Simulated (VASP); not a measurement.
Write the native input for VASP 6.6.1 that does the following.

```yaml
Task: single point
Functional: PBEsol
Potentials_or_basis: VASP PAW PBE potentials, release 64 (Si, Ni)
Cutoff: 520 eV
k_mesh: 12 × 12 × 8
Occupations: gaussian, width 0.1 eV
Spin: no spin polarisation
Dipole_correction: no
Further_INCAR_settings: ALGO = Fast; EDIFF = 1e-06; NBANDS = 33
```

The structure of SiNi2 lies in POSCAR:

```
SiNi2
1.0
    3.8845063507      0.0000000000      0.0000000000
   -1.9422531754      3.3640811809      0.0000000000
    0.0000000000      0.0000000000      4.8186455657
Si Ni
2 4
Direct
    0.3333333320      0.6666666680      0.7500000000
    0.6666666680      0.3333333320      0.2500000000
    0.0000000000      0.0000000000      0.0000000000
    0.0000000000      0.0000000000      0.5000000000
    0.3333333329      0.6666666671      0.2500000000
    0.6666666671      0.3333333329      0.7500000000
```

This cell differs from its parent crystal: uniaxial strain along c: -2.0 %, then relaxed in part.

The input as run:

INCAR

```
PREC = Accurate
ENCUT = 520
EDIFF = 1E-6
ISMEAR = 0
SIGMA = 0.1
LREAL = False
LASPH = True
NELM = 80
ALGO = Fast
ISIF = 2
LWAVE = False
LCHARG = False
GGA = PS
NBANDS = 33
```

KPOINTS

```
Automatic mesh
0
Gamma
  12 12 8
```

Potentials or basis: VASP PAW PBE potentials, release 64 (Si, Ni).

The run is started by

```bash
$ cat potpaw_PBE.64/Si/POTCAR potpaw_PBE.64/Ni/POTCAR > POTCAR
$ mpirun -np 1 vasp_std > vasp.out
```

It gave:

- Pressure: 2.6 GPa
- Band gap on the k mesh: zero (bands 24 and 25 overlap by 3.24 eV)

Caveat: the cell differs from its parent crystal (uniaxial strain along c: -2.0 %, then relaxed in part); the PAW data sets were made with another functional, which shifts forces and pressure a little.

Run time: 5.6 min on 1 thread of Intel Xeon 8259CL, on a shared host, peak memory 0.28 GiB.
